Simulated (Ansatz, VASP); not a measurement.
# NiO: VASP beside Ansatz

The input POSCAR:

```
NiO
1.0
    2.0524125271      2.0524125271      0.0000000000
   -2.0524125271      2.0524125271      0.0000000000
    0.0000000000      0.0000000000      4.2482948100
Ni O
2 2
Direct
    0.0000000000      0.0000000000      0.0000000000
    0.5000000000      0.5000000000      0.5000000000
    0.5000000000      0.5000000000      0.0000000000
    0.0000000000      0.0000000000      0.5000000000
```

The input INCAR.step1:

```
  ALGO = Normal
  EDIFF = 1E-4
  ENCUT = 520
  GGA = PE
  ISMEAR = 0
  ISPIN = 2
  LASPH = True
  LCHARG = False
  LMAXMIX = 4
  LREAL = False
  LWAVE = True
  MAGMOM = 1.83 1.83 0.32 0.32
  NBANDS = 28
  NELM = 150
  PREC = Accurate
  SIGMA = 0.02
```

INCAR.step2

```
  ALGO = Normal
  EDIFF = 1E-6
  ENCUT = 520
  ISIF = 2
  ISMEAR = 0
  ISPIN = 2
  ISTART = 1
  LASPH = True
  LCHARG = False
  LMAXMIX = 4
  LMIXTAU = True
  LORBIT = 11
  LREAL = False
  LWAVE = False
  MAGMOM = 1.83 1.83 0.32 0.32
  METAGGA = R2SCAN
  NBANDS = 28
  NELM = 150
  PREC = Accurate
  SIGMA = 0.02
```

KPOINTS

```
k-points
0
Gamma
  10 10 8
```

Input for Ansatz:

```yaml
crystal:
  lattice:
    - [2.0524125271, 2.0524125271, 0.0]
    - [-2.0524125271, 2.0524125271, 0.0]
    - [0.0, 0.0, 4.24829481]
  atoms:
    - { symbol: Ni, position: [0.0, 0.0, 0.0], spin: 1.83 }
    - { symbol: Ni, position: [0.5, 0.5, 0.5], spin: 1.83 }
    - { symbol: O, position: [0.5, 0.5, 0.0], spin: 0.32 }
    - { symbol: O, position: [0.0, 0.0, 0.5], spin: 0.32 }
basis:
  ecutwfc: 500
kpoints:
  mp_grid: { grid: [10, 10, 8] }
  band_path: { path: [VBM, CBM], npoints: 2 }
hamiltonian:
  xc: r2scan
scf:
  occupations: { method: gaussian, width: 0.02 }
output:
  forces: true
  stress: true
  eigenvalues: true
  populations: true
magnetization:
  spin_polarized: true
checkpoint:
  read: start.run
  write: ck
  compress: false
  write_wavefunctions: false
  write_every: 100000
```

Alike in both runs: task single point; functional r2SCAN; k mesh 10 × 10 × 8; occupations gaussian, width 0.02 eV; collinear spin.

|  | VASP | Ansatz |
| --- | --- | --- |
| version | VASP 6.6.1 | Ansatz 0.2.0 |
| potentials or method | VASP PAW PBE potentials, release 64 (Ni, O), cutoff 520 eV | scalar-relativistic, plane waves, PAW |
| valence electrons in the cell | 32 | 48 |

VASP gave:

| Quantity | Value |
| --- | --- |
| gap on the k mesh at the Fermi level (eV) | 0.41 |
| least direct gap on the mesh (eV) | 1.29 |
| pressure (GPa) | 6.5 |
| traceless stress, the component that is largest in VASP (GPa) | -6.72 |
| net moment per atom (μB) | 1.00 |
| size of the moment on the site where the two differ most (μB) | 1.69 |

Estimate Ansatz's values.

gap on the k mesh at the Fermi level (eV): 0.49; least direct gap on the mesh (eV): 1.37; pressure (GPa): 6.5; traceless stress, the component that is largest in VASP (GPa): -6.51; net moment per atom (μB): 1.00; size of the moment on the site where the two differ most (μB): 1.66.

VASP's potentials were made for PBE, not for r2SCAN. Site moments also hang on the region over which each program counts them. VASP's potentials hold 32 valence electrons a cell and Ansatz's 48, so a difference there can come from the potentials and not from the codes. Ansatz's warnings: stability check not made.
